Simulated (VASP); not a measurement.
A run of VASP 6.6.1 is set up as follows.

Contents of INCAR:

```
PREC = Accurate
ENCUT = 500
EDIFF = 1E-6
ISMEAR = -1
SIGMA = 0.05
LREAL = False
LASPH = True
NELM = 120
ALGO = Normal
ISIF = 2
LWAVE = False
LCHARG = False
GGA = PS
IVDW = 12
NBANDS = 8
GGA_COMPAT = False
```

The input KPOINTS:

```
regular mesh
0
Gamma
  13 13 13
```

POSCAR

```
Al
1.0
   -1.5912185000      1.5912185000      1.5912185000
    1.5912185000     -1.5912185000      1.5912185000
    1.5912185000      1.5912185000     -1.5912185000
Al
1
Direct
    0.0000000000      0.0000000000      0.0000000000
```

Potentials or basis: VASP PAW PBE potentials, release 64 (Al).

Launch:

```console
$ cat potpaw_PBE.64/Al/POTCAR > POTCAR
$ mpirun -np 1 vasp_std > vasp.out
```

(1) What does it give for the dispersion energy per atom?

(2) What does it give for the band gap on the k mesh?

(3) Estimate the pressure.

Answers

(1) -0.325 eV.

(2) zero (an odd number of electrons rules out a gap without spin polarisation).

(3) -1.3 GPa.

Caveat: the PAW data sets were made with another functional, which shifts forces and pressure a little.
